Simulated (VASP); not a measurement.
Here is a VASP 6.6.1 calculation.

Contents of INCAR:

```
PREC = Accurate
ENCUT = 520
EDIFF = 1E-6
ISMEAR = 0
SIGMA = 0.15
LREAL = False
LASPH = True
NELM = 100
ALGO = Normal
ISIF = 2
LWAVE = False
LCHARG = False
GGA = PE
NBANDS = 21
```

The input KPOINTS:

```
regular mesh
0
Gamma
  18 18 18
```

POSCAR

```
Ge
1.0
    0.0000000000      2.9237427935      2.8805347719
    2.8805347719      0.0000000000      2.8805347719
    2.8805347719      2.9237427935      0.0000000000
Ge
2
Direct
    0.5000000000      0.5000000000      0.5000000000
    0.7500000000      0.7500000000      0.7500000000
```

Potentials or basis: VASP PAW PBE potentials, release 64 (Ge_d).

Launch:

```sh
$ cat potpaw_PBE.64/Ge_d/POTCAR > POTCAR
$ mpirun -np 1 vasp_std > vasp.out
```

**Question.** What does it give for the pressure?

**Answer.** -0.9 GPa.

**Question.** Predict the band gap on the k mesh.

**Answer.** Zero (bands 14 and 15 overlap by 0.06 eV).

Stress tensor (GPa, compression positive):
```
-0.60  0.00  0.00
 0.00 -1.61  0.00
 0.00  0.00 -0.60
```

Caveat: the cell differs from its parent crystal (strain +0.0150 x Voigt [0, 1, 0, 0, 0, 0]); semilocal functionals underestimate gaps, and a narrow one can read as zero.
